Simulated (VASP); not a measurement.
Crystal: Cd7S.

```
Cd S
1.0
    -3.60826    3.60826    3.60826
     3.60826   -3.60826    3.60826
     3.60826    3.60826   -3.60826
Cd S
7 1
Direct
  0.00000 0.50000 0.50000
  0.50000 0.00000 0.50000
  0.50000 0.50000 0.00000
  0.43056 0.43056 0.43056
  0.00000 0.00000 0.56944
  0.00000 0.56944 0.00000
  0.56944 0.00000 0.00000
  0.00000 0.00000 0.00000
```

The cell was generated, and may not be a known phase.

```yaml
Program: VASP 6.6.1
Task: relaxation of cell and atoms
Functional: PBE
Potentials_or_basis: VASP PAW PBE potentials, release 64 (Cd, S)
Cutoff: 600 eV
k_mesh: 6 × 6 × 6
Occupations: gaussian, width 0.1 eV
Spin: no spin polarisation
```

At the start: pressure 1.0 GPa; volume 23.49 Å³/atom.

Task: Where does the relaxation end?

Result: Over 10 steps the energy falls by 4.0 meV/atom and the volume is 23.70 Å³/atom (+0.9 %); space group I-43m (No. 217, to 0.1 Å) before and after.

The path:
```csv
step,energy change (eV),largest force (eV/Å),pressure (GPa),volume (Å³)
1,0.0000,0.1732,1.05,187.91
2,-0.0190,0.0949,0.09,192.11
3,-0.0196,0.0792,-0.10,193.01
4,-0.0211,0.0739,-0.10,192.78
5,-0.0249,0.0589,-0.07,192.07
6,-0.0299,0.0332,0.01,190.66
7,-0.0307,0.0031,0.23,187.87
8,-0.0318,0.0095,0.14,189.00
9,-0.0303,0.0228,-0.34,190.98
10,-0.0321,0.0001,0.00,189.56
```

Final structure:
```
CELL_PARAMETERS angstrom
-3.61880 3.61880 3.61880
3.61880 -3.61880 3.61880
3.61880 3.61880 -3.61880
ATOMIC_POSITIONS crystal
Cd 0.00000 0.50000 0.50000
Cd 0.50000 0.00000 0.50000
Cd 0.50000 0.50000 0.00000
Cd 0.44461 0.44461 0.44461
Cd 0.00000 0.00000 0.55539
Cd 0.00000 0.55539 0.00000
Cd 0.55539 0.00000 0.00000
S 0.00000 0.00000 0.00000
```
